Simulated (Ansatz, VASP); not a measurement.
C: VASP beside Ansatz

```
C
1.0
     1.23250    0.71158    3.36139
    -1.23250    0.71158    3.36139
     0.00000   -1.42317    3.36139
C
2
Cartesian
  0.0000 -0.0450 1.6325
  0.0000 0.0450 8.4517
```

Change from the starting cell: mode 4 frozen in at -0.048 Å and mode 6 at -0.045 Å (largest displacements).

Alike in both runs: task single point; functional PBE; dispersion D3(BJ); k mesh 15 × 15 × 15; occupations gaussian, width 0.05 eV; no spin polarisation.

|  | VASP | Ansatz |
| --- | --- | --- |
| version | VASP 6.6.1 | Ansatz 0.2.0 |
| potentials or method | VASP PAW PBE potentials, release 64 (C), cutoff 520 eV | scalar-relativistic, plane waves, PAW |
| valence electrons in the cell | 8 | 8 |

```csv
,VASP,Ansatz,Ansatz less VASP
gap on the k mesh at the Fermi level (eV),0.35,0.35,0.000
least direct gap on the mesh (eV),0.35,0.35,0.000
pressure (GPa),3.8,3.5,-0.38
"traceless stress, the component that is largest in VASP (GPa)",12.86,12.46,-0.393
rms of the force components (eV/Å),3.161,3.155,-0.0059
```

Atom by atom the forces differ by 0.007 eV/Å (rms over components).
